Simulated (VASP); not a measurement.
Set up this calculation in VASP 6.6.1, as the native input.

```yaml
Task: single point
Functional: PBEsol
Potentials_or_basis: VASP PAW PBE potentials, release 64 (Hf_pv)
Cutoff: 500 eV
k_mesh: 15 × 15 × 9
Occupations: fermi-dirac, width 0.08 eV
Spin: no spin polarisation
Dipole_correction: no
Further_INCAR_settings: ALGO = Normal; EDIFF = 1e-06; NBANDS = 17
```

The structure of Hf lies in POSCAR:

```
Hf
1.0
    2.5913125936      0.0000000000      0.0000000000
   -1.2956562968      2.2441425352      0.0000000000
    0.0000000000      0.0000000000      4.4582516400
Hf
2
Direct
    0.3333333333      0.6666666667      0.2500000000
    0.6666666667      0.3333333333      0.7500000000
```

One way to write it, as run:

INCAR

```
ALGO = Normal
EDIFF = 1E-6
ENCUT = 500
GGA = PS
GGA_COMPAT = False
ISIF = 2
ISMEAR = -1
LASPH = True
LCHARG = False
LREAL = False
LWAVE = False
NBANDS = 17
NELM = 120
PREC = Accurate
SIGMA = 0.08
```

KPOINTS

```
k-points
0
Gamma
  15 15 9
```

Potentials or basis: VASP PAW PBE potentials, release 64 (Hf_pv).

Launch:

```bash
$ cat potpaw_PBE.64/Hf_pv/POTCAR > POTCAR
$ mpirun -np 1 vasp_std > vasp.out
```

It gave:

| Property | Result |
| --- | --- |
| Pressure | 133.1 GPa |
| Band gap on the k mesh | zero (bands 10 and 11 overlap by 1.96 eV) |

Caveat: the cell stands under pressure; the PAW data sets were made with another functional, which shifts forces and pressure a little; spin-orbit coupling is left out, which moves the levels of the heavy elements.

Wall time 26 s on 1 thread of AMD EPYC 9R45 96-Core Processor (Zen 5), with other jobs on the host, peak memory 0.14 GiB.
